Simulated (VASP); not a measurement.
Here is a VASP 6.6.1 calculation.

INCAR

```
SYSTEM = Ge2Sb
  PREC = Accurate
  ENCUT = 600
  EDIFF = 1E-7
  ISMEAR = 0
  SIGMA = 0.1
  LREAL = .FALSE.
  LASPH = .TRUE.
  NELM = 100
  ALGO = Normal
  ISIF = 3
  LWAVE = .FALSE.
  LCHARG = .FALSE.
  GGA = PE
  IBRION = 2
  NSW = 100
  EDIFFG = -0.01
```

File KPOINTS:

```
Automatic mesh
0
G
  12 12 10
  0 0 0
```

The input POSCAR:

```
Ge2Sb
1.0
    3.9673110995      0.0000000000      0.0000000000
   -1.9836555497      3.4357921969      0.0000000000
    0.0000000000      0.0000000000      5.0538279262
Ge Sb
2 1
Direct
    0.3333333333      0.6666666667      0.8563596180
    0.6666666667      0.3333333333      0.1436403820
    0.0000000000      0.0000000000      0.5000000000
```

Potentials or basis: VASP PAW PBE potentials, release 64 (Ge_d, Sb).

Run with:

```sh
$ cat potpaw_PBE.64/Ge_d/POTCAR potpaw_PBE.64/Sb/POTCAR > POTCAR
$ mpirun -np 1 vasp_std > vasp.out
```

(1) What does it give for the relaxed cell?

(2) Predict the space group after relaxing (to 0.05 Å).

Answers

(1) a = 4.030 Å, b = 4.030 Å, c = 4.915 Å, α = 90.00°, β = 90.00°, γ = 120.00°.

(2) P-3m1 (No. 164).
